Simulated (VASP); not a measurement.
The system is CdS3.

```
Cd S
1.0
     3.84958    0.00000    0.00000
    -1.92479    3.33383    0.00000
     0.00000    0.00000    8.56458
Cd S
1 3
Direct
  0.00000 0.00000 0.50000
  0.00000 0.00000 0.00000
  0.33333 0.66667 0.50000
  0.66667 0.33333 0.50000
```

- Program: VASP 6.6.1
- Task: relaxation of cell and atoms
- Functional: PBE
- Potentials or basis: VASP PAW PBE potentials, release 64 (Cd, S)
- Cutoff: 500 eV
- k mesh: 6 × 6 × 2
- Occupations: gaussian, width 0.1 eV
- Spin: no spin polarisation

At the start: pressure 37.4 GPa; volume 27.48 Å³/atom.

Q: Where does the relaxation end?

A: Over 20 steps the energy falls by 1935.4 meV/atom and the volume is 24.61 Å³/atom (-10.4 %); space group P6/mmm (No. 191, to 0.05 Å).

Step by step:
```tsv
step	energy change (eV)	largest force (eV/Å)	pressure (GPa)	volume (Å³)
1	0.0000	0.0000	37.35	109.92
2	-3.4775	0.0000	-5.58	233.67
3	-6.0328	0.0000	-1.23	162.72
4	-6.0442	0.0000	-0.87	160.92
5	-6.0491	0.0000	-0.38	158.66
6	-6.0481	0.0000	-0.62	159.72
7	-6.0629	0.0000	-0.64	157.72
8	-6.1154	0.0000	-0.75	151.71
9	-6.2717	0.0000	-1.02	139.71
10	-6.8904	0.0000	-1.28	115.78
11	0.9937	0.0000	72.69	68.23
12	-6.9846	0.0000	-1.22	113.31
13	-7.6364	0.0000	4.76	90.73
14	-7.5824	0.0000	0.72	98.92
15	-7.6718	0.0000	2.49	94.46
16	-7.6736	0.0000	3.18	93.16
17	-7.7377	0.0000	0.62	97.24
18	-7.7415	0.0000	-0.15	98.69
19	-7.7415	0.0000	-0.08	98.58
20	-7.7418	0.0000	-0.03	98.45
```

Final structure:
```yaml
crystal:
  lattice:
    - [4.77660, 0.00000, 0.00000]
    - [-2.38830, 4.13666, 0.00000]
    - [0.00000, 0.00000, 4.98266]
  atoms:
    - { symbol: Cd, position: [0.00000, 0.00000, 0.50000] }
    - { symbol: S, position: [0.00000, 0.00000, 0.00000] }
    - { symbol: S, position: [0.33333, 0.66667, 0.50000] }
    - { symbol: S, position: [0.66667, 0.33333, 0.50000] }
```

Caveat: the k points lie up to 0.63 Å⁻¹ apart in the final cell.
